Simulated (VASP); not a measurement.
Runs of VASP 6.6.1 on HgTe. The structure is that of space group F-43m (No. 216), or close to it. The cells are those of the table. 

| cell | gap on the mesh (eV) | pressure (GPa) |
| --- | --- | --- |
| a = 4.526, b = 4.526, c = 4.422 Å, angles 60.8, 60.8, 58.5°, 2 atoms | none | 6.9 |
| a = 4.490 Å, angles 60.0°, 2 atoms | none | 6.9 |
| a = 4.456, b = 4.456, c = 4.422 Å, angles 60.3, 60.3, 59.5°, 2 atoms | none | 9.1 |
| a = 4.594, b = 4.594, c = 4.490 Å, angles 60.7, 60.7, 58.5°, 2 atoms | none | 4.1 |
| a = 4.456, b = 4.456, c = 4.490 Å, angles 59.7, 59.7, 60.5°, 2 atoms | 0.06 | (b) |
| a = 4.627 Å, angles 60.0°, 2 atoms | none | (a) |
| a = 4.695 Å, angles 60.0°, 2 atoms | none | 0.2 |

Alike in all rows: task single point; level PBE; potentials or basis VASP PAW PBE potentials, release 64 (Hg, Te); no spin polarisation; k mesh 14 × 14 × 14; cutoff (eV) 520; smearing gaussian 0.15 eV.

**Question.** Fill in the values left out.

**Answer.** (a) 1.9; (b) 7.9.

Caveats: spin-orbit coupling is left out, which moves the levels of the heavy elements; semilocal functionals underestimate gaps, and a narrow one can read as zero (at least some runs); the cell stands under pressure (at least some runs); the smearing spreads over this small gap (at least some runs).

A k mesh can miss the band edges, and the runs leave out spin-orbit coupling on Hg, Te.

A gap of «none» marks levels without a gap at the run's occupations.
